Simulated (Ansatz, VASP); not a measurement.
# P in VASP and in Ansatz

```
P
1.0
     3.13600    0.00000    0.00000
    -1.56800    2.71586    0.00000
     0.00000    0.00000   28.00000
P
2
Direct
  0.33333 0.66667 0.50954
  0.66667 0.33333 0.49046
```

Alike in both runs: task single point; functional PBE; dispersion D3(BJ); k mesh 9 × 9 × 1; occupations gaussian, width 0.02 eV; no spin polarisation.

|  | VASP | Ansatz |
| --- | --- | --- |
| version | VASP 6.6.1 | Ansatz 0.2.0 |
| potentials or method | VASP PAW PBE potentials, release 64 (P), cutoff 520 eV | scalar-relativistic, plane waves, PAW |
| valence electrons in the cell | 10 | 10 |

|  | VASP | Ansatz | Ansatz less VASP |
| --- | --- | --- | --- |
| gap on the k mesh at the Fermi level (eV) | none | none | - |
| rms of the force components (eV/Å) | 3.467 | 3.433 | -0.0332 |

Atom by atom the forces differ by 0.033 eV/Å (rms over components). A gap of «none» marks a metal or a gap that the smearing closes.
